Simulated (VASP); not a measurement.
## TiB2: single point with revPBE

Crystal: TiB2.

```
Ti B
1.0
     3.04413    0.00000    0.00000
    -1.52206    2.63629    0.00000
     0.00000    0.00000    3.24478
Ti B
1 2
Cartesian
  0.0000 0.0000 0.0000
  1.5221 0.8788 1.6224
  0.0000 1.7575 1.6224
```

- Program: VASP 6.6.1
- Task: single point
- Functional: revPBE
- Potentials or basis: VASP PAW PBE potentials, release 64 (Ti_sv, B)
- Cutoff: 520 eV
- k mesh: 10 × 10 × 8
- Occupations: fermi-dirac, width 0.05 eV
- Spin: no spin polarisation
- Dipole correction: no
- Further INCAR settings: ALGO = Normal; EDIFF = 1e-06; NBANDS = 16

| Quantity | Value |
| --- | --- |
| Pressure | 0.2 GPa |
| Band gap on the k mesh | zero (bands 9 and 10 overlap by 0.56 eV) |

Levels at points of the mesh, in eV from the Fermi level:
| k point | band 6 | band 7 | band 8 | band 9 | band 10 | band 11 | band 12 | band 13 |
| --- | --- | --- | --- | --- | --- | --- | --- | --- |
| (0.00, 0.00, 0.00) | -2.51 | -2.51 | -2.28 | -2.02 | 1.91 | 1.91 | 3.65 | 3.65 |
| (0.50, 0.00, 0.00) | -9.21 | -3.19 | -3.13 | -2.18 | 1.36 | 2.74 | 3.20 | 3.38 |
| (0.00, 0.00, 0.50) | -7.52 | -0.49 | -0.49 | -0.12 | -0.12 | 0.48 | 0.48 | 1.67 |
| (0.50, 0.00, 0.50) | -7.49 | -4.53 | -3.72 | -3.11 | 2.49 | 2.91 | 4.40 | 4.55 |

Run time: 32 s on 1 thread of AMD EPYC 7R13, with other jobs on the host, peak memory 0.13 GiB.

Caveat: the PAW data sets were made with another functional, which shifts forces and pressure a little.
